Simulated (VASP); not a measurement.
# Ag (P6_3/mmc) in VASP: a series of runs, part 2 of 2

VASP 6.6.1. Earlier steps stand in the parts before.

### Step 4. Single point, RPBE (18.69 Å³/atom)

This run uses another cell than the first one, of 18.69 Å³/atom.

Input file INCAR:

```
ALGO = Normal
EDIFF = 1E-6
ENCUT = 520
GGA = RP
ISIF = 2
ISMEAR = -1
LASPH = True
LCHARG = True
LELF = True
LREAL = False
LVHAR = True
LWAVE = False
NBANDS = 30
NELM = 100
PREC = Accurate
SIGMA = 0.1
```

Input file KPOINTS:

```
k-points
0
Gamma
  14 14 4
```

Input file POSCAR:

```
Ag
1.0
    2.9687554263      0.0000000000      0.0000000000
   -1.4843777132      2.5710176168      0.0000000000
    0.0000000000      0.0000000000      9.7951290277
Ag
4
Direct
    0.3333333333      0.6666666667      0.2500000000
    0.6666666667      0.3333333333      0.7500000000
    0.0000000000      0.0000000000      0.0000000000
    1.0000000000      1.0000000000      0.5000000000
```

The run is started by

```bash
$ cat potpaw_PBE.64/Ag/POTCAR > POTCAR
$ mpirun -np 1 vasp_std > vasp.out
```

Run time: 76 s. Hardware: 1 thread of AMD EPYC 9R45 (Zen 5), shared host; peak memory 0.24 GiB.

The run converged. Its results:

```yaml
Free_energy: -8.8106 eV
Pressure: 0.1 GPa
Band_gap_on_the_k_mesh: zero (bands 22 and 23 overlap by 5.78 eV)
```

Stress tensor (GPa, compression positive):
```
 0.40  0.00  0.00
 0.00  0.40  0.00
 0.00  0.00 -0.60
```

Levels at points of the mesh, in eV from the Fermi level:
```csv
k point,band 18,band 19,band 20,band 21,band 22,band 23,band 24,band 25,band 26,band 27
"(0.00, 0.00, 0.00)",-3.52,-3.52,-3.35,-3.35,-3.02,-3.02,-0.20,3.02,10.27,10.28
"(0.50, 0.00, 0.00)",-2.85,-2.84,-2.83,0.03,0.91,0.97,1.51,3.90,3.96,6.92
"(0.00, 0.00, 0.50)",-3.67,-3.15,-3.15,-3.15,-3.15,-2.24,-2.24,5.83,5.83,14.65
"(0.50, 0.00, 0.50)",-2.93,-2.85,-2.85,0.36,0.36,1.37,1.37,4.38,4.38,5.89
```

Caveat: the PAW data sets were made with another functional, which shifts forces and pressure a little.

### Step 5. Single point, RPBE (19.44 Å³/atom)

This run uses another cell than the first one, of 19.44 Å³/atom.

Input file INCAR:

```
SYSTEM = Ag
ALGO = Normal ; EDIFF = 1E-6
ENCUT = 520 ; GGA = RP
ISIF = 2 ; ISMEAR = -1
LASPH = .True. ; LCHARG = .False.
LREAL = .False. ; LWAVE = .False.
NBANDS = 30 ; NELM = 100
PREC = Accurate ; SIGMA = 0.1
```

Input file KPOINTS:

```
k-points
0
Gamma
  14 14 4
  0 0 0
```

Input file POSCAR:

```
Ag
1.0
    3.0078224778      0.0000000000      0.0000000000
   -1.5039112389      2.6048506759      0.0000000000
    0.0000000000      0.0000000000      9.9240270860
Ag
4
Direct
    0.3333333333      0.6666666667      0.2500000000
    0.6666666667      0.3333333333      0.7500000000
    0.0000000000      0.0000000000      0.0000000000
    1.0000000000      1.0000000000      0.5000000000
```

The run is started by

```bash
$ cat potpaw_PBE.64/Ag/POTCAR > POTCAR
$ mpirun -np 1 vasp_std > vasp.out
```

Run time: 80 s. Hardware: 1 thread of AMD EPYC 9R45 (Zen 5), shared host; peak memory 0.24 GiB.

It converged, with:

```
Free energy            : -8.7881 eV
Pressure               : -2.5 GPa
Band gap on the k mesh : zero (bands 22 and 23 overlap by 5.69 eV)
```

Stress tensor (GPa, compression positive):
```
-2.23  0.00  0.00
 0.00 -2.23  0.00
 0.00  0.00 -3.05
```

Levels at points of the mesh, in eV from the Fermi level:
```csv
k point,band 18,band 19,band 20,band 21,band 22,band 23,band 24,band 25,band 26,band 27
"(0.00, 0.00, 0.00)",-3.47,-3.47,-3.32,-3.32,-3.01,-3.01,-0.11,2.82,9.99,10.00
"(0.50, 0.00, 0.00)",-2.85,-2.84,-2.84,0.09,0.92,0.96,1.47,3.70,3.77,6.72
"(0.00, 0.00, 0.50)",-3.62,-3.14,-3.14,-3.14,-3.14,-2.15,-2.15,5.63,5.63,14.38
"(0.50, 0.00, 0.50)",-2.93,-2.85,-2.85,0.39,0.39,1.33,1.33,4.22,4.22,5.66
```

Caveat: the PAW data sets were made with another functional, which shifts forces and pressure a little.

### Step 6. Single point, RPBE (20.19 Å³/atom)

This run uses another cell than the first one, of 20.19 Å³/atom.

Input file INCAR:

```
SYSTEM = Ag
PREC     = Accurate       ! precision mode
ENCUT    = 520            ! plane-wave cutoff, eV
EDIFF    = 1E-6           ! SCF threshold, eV
ISMEAR   = -1             ! smearing method
SIGMA    = 0.1            ! smearing width, eV
LREAL    = .FALSE.        ! projectors in reciprocal space
LASPH    = .TRUE.         ! aspherical terms in the spheres
NELM     = 80             ! most SCF steps
ALGO     = Normal         ! electronic algorithm
ISIF     = 2              ! what is computed and relaxed
LWAVE    = .FALSE.        ! write WAVECAR
LCHARG   = .FALSE.        ! write CHGCAR
GGA      = RP             ! functional
NBANDS   = 30             ! bands
```

Input file KPOINTS:

```
regular mesh
0
G
  14 14 4
  0 0 0
```

Input file POSCAR:

```
Ag
1.0
    3.0459002224      0.0000000000      0.0000000000
   -1.5229501112      2.6378269700      0.0000000000
    0.0000000000      0.0000000000     10.0496610192
Ag
4
Direct
    0.3333333333      0.6666666667      0.2500000000
    0.6666666667      0.3333333333      0.7500000000
    0.0000000000      0.0000000000      0.0000000000
    1.0000000000      1.0000000000      0.5000000000
```

Potentials or basis: VASP PAW PBE potentials, release 64 (Ag).

The run is started by

```bash
$ cat potpaw_PBE.64/Ag/POTCAR > POTCAR
$ mpirun -np 1 vasp_std > vasp.out
```

OUTCAR:

```text
SYSTEM = Ag
   PREC = Accurate
   ENCUT = 520
   EDIFF = 1E-6
   ISMEAR = -1
   LREAL = .FALSE.
   LASPH = .TRUE.
   NELM = 80
   ISIF = 2
   GGA = RP

 ion  position               nearest neighbor table
   1  0.333  0.667  0.250-   3 3.07   4 3.07   3 3.07   4 3.07   3 3.07   4 3.07
   2  0.667  0.333  0.750-   3 3.07   4 3.07   3 3.07   4 3.07   3 3.07   4 3.07
   3  0.000  0.000  0.000-   1 3.07   2 3.07   2 3.07   1 3.07   2 3.07   1 3.07
   4  0.000  0.000  0.500-   1 3.07   2 3.07   2 3.07   1 3.07   2 3.07   1 3.07

  LATTYP: Found a hexagonal cell.
 ALAT       =     3.0459002224
 C/A-ratio  =     3.2994058523

  Lattice vectors:

 A1 = (   3.0459002224,   0.0000000000,   0.0000000000)
 A2 = (  -1.5229501112,   2.6378269700,   0.0000000000)
 A3 = (   0.0000000000,   0.0000000000,  10.0496610192)

Analysis of symmetry for initial positions (statically):
=====================================================================
 Subroutine PRICEL returns:
 Original cell was already a primitive cell.

 Routine SETGRP: Setting up the symmetry group for a
 hexagonal supercell.

 Subroutine GETGRP returns: Found 24 space group operations
 (whereof 12 operations were pure point group operations)
 out of a pool of 24 trial point group operations.

The static configuration has the point symmetry D_3d.
 The point group associated with its full space group is D_6h.

Analysis of symmetry for dynamics (positions and initial velocities):
=====================================================================
 Subroutine PRICEL returns:
 Original cell was already a primitive cell.

 Routine SETGRP: Setting up the symmetry group for a
 hexagonal supercell.

 Subroutine GETGRP returns: Found 24 space group operations
 (whereof 12 operations were pure point group operations)
 out of a pool of 24 trial point group operations.

The dynamic configuration has the point symmetry D_3d.
 The point group associated with its full space group is D_6h.

 Subroutine INISYM returns: Found 24 space group operations
[... 121 lines left out ...]
     AMIX_MAG =   1.60;   BMIX_MAG =  1.00
  volume/ion in A,a.u.               =      20.19       136.22
  Fermi-wavevector in a.u.,A,eV,Ry     =   1.337174  2.526892 24.327684  1.788034
  Thomas-Fermi vector in A             =   2.465743
   LORBIT       =      0    0 simple, 1 ext, 2 COOP (PROOUT), +10 PAW based schemes
   GGA     = RP    functional components
   LHFCALC =     F    Hartree Fock is set to
   AEXX    =    0.0000 exact exchange contribution
   IVDW    =     0    specifies the selected vdW correction
   LEPSILON=     F    determine dielectric tensor
   LRPA    =     F    only Hartree local field effects (RPA)
 non-spin polarized calculation
  energy-cutoff  :      520.00
  volume of cell :       80.74
 maximum number of plane-waves:      2210
 NGX is ok and might be reduce to    24
   NGX = 11   NGY = 11   NGZ = 37

 number of electron      44.0000005 magnetization

 Free energy of the ion-electron system (eV)
  ---------------------------------------------------
  ext. energy  EPLUGINS =         0.00000000
  ---------------------------------------------------
  free energy    TOTEN  =        -8.72378736 eV

  energy without entropy =       -8.68489644  energy(sigma->0) =       -8.70434190

 E-fermi :   6.4671     XC(G=0): -11.0811

 val. band max:        6.4472313232   @ k =   0.0000   0.0000   0.0000
 cond. band min:       6.5425906246   @ k =   0.2143   0.0714   0.5000
 fundamental gap:      0.0953593014
 Fermi energy:         6.4670801008

 k-point     1 :       0.0000    0.0000    0.0000
  band No.  band energies     occupation
      1      -0.1284      2.00000
      2       0.9820      2.00000
      3       1.0145      2.00000
      4       1.0147      2.00000
      5       2.1266      2.00000
      6       2.1590      2.00000
[... 781 lines left out ...]
     29      12.2853      0.00000
     30      14.6750      0.00000

 [... further k-points ...]

------------------------ aborting loop because EDIFF is reached ----------------------------------------

  FORCE on cell =-STRESS in cart. coord.  units (eV):
  Direction    XX          YY          ZZ          XY          YZ          ZX
  --------------------------------------------------------------------------------------
  -------------------------------------------------------------------------------------
  Total       -2.1255380     -2.1255380     -2.4648705      0.0000000     -0.0000000      0.0000000
  in kB      -42.1760650    -42.1760650    -48.9092832      0.0000000     -0.0000000      0.0000000
  external PRESSURE =     -44.4204711 kB  Pullay stress =       0.0000000 kB

 VOLUME and BASIS-vectors are now :
 -----------------------------------------------------------------------------
  energy-cutoff  :      520.00
  volume of cell :       80.74
      direct lattice vectors                 reciprocal lattice vectors
     3.045900222  0.000000000  0.000000000     0.328310163  0.189549961  0.000000000
    -1.522950111  2.637826970  0.000000000     0.000000000  0.379099923  0.000000000
     0.000000000  0.000000000 10.049661019     0.000000000  0.000000000  0.099505844

 POSITION                                       TOTAL-FORCE (eV/Angst)
 -----------------------------------------------------------------------------------
     -0.00000      1.75855      2.51242        -0.000000      0.000000      0.000000
      1.52295      0.87928      7.53725         0.000000      0.000000     -0.000000
      0.00000      0.00000      0.00000        -0.000000      0.000000      0.000000
      0.00000      0.00000      5.02483        -0.000000      0.000000      0.000000
 -----------------------------------------------------------------------------------
    total drift:                               -0.000000      0.000000     -0.000000

  FREE ENERGIE OF THE ION-ELECTRON SYSTEM (eV)
  ---------------------------------------------------
  free  energy   TOTEN  =        -8.7237873645 eV

  energy  without entropy=       -8.6848964448  energy(sigma->0) =       -8.70434190
```

Run time: 88 s. Hardware: 1 thread of AMD EPYC 9R45 (Zen 5), shared host; peak memory 0.25 GiB.

Results:

| Property | Result |
| --- | --- |
| Free energy | -8.7238 eV |
| Pressure | -4.4 GPa |
| Band gap on the k mesh | zero (bands 22 and 23 overlap by 5.61 eV) |

Caveat: the cell stands under tension; the PAW data sets were made with another functional, which shifts forces and pressure a little.

### Step 7. Summary

| cell | gap on the mesh (eV) | pressure (GPa) |
| --- | --- | --- |
| a = 2.887, b = 2.887, c = 9.527 Å, angles 90.0, 90.0, 120.0°, 4 atoms | none | 7.9 |
| a = 2.929, b = 2.929, c = 9.663 Å, angles 90.0, 90.0, 120.0°, 4 atoms | none | 3.4 |
| a = 2.969, b = 2.969, c = 9.795 Å, angles 90.0, 90.0, 120.0°, 4 atoms | none | 0.1 |
| a = 3.008, b = 3.008, c = 9.924 Å, angles 90.0, 90.0, 120.0°, 4 atoms | none | -2.5 |
| a = 3.046, b = 3.046, c = 10.050 Å, angles 90.0, 90.0, 120.0°, 4 atoms | none | -4.4 |

Alike in all rows: task single point; level RPBE; potentials or basis VASP PAW PBE potentials, release 64 (Ag); no spin polarisation; k mesh 14 × 14 × 4; cutoff (eV) 520; smearing fermi-dirac 0.1 eV.

Caveats: the PAW data sets were made with another functional, which shifts forces and pressure a little; the cell stands under pressure (at least some runs); the cell stands under tension (at least some runs).

Total energies depend on the potentials used, so only differences within one code and one set of settings carry meaning.
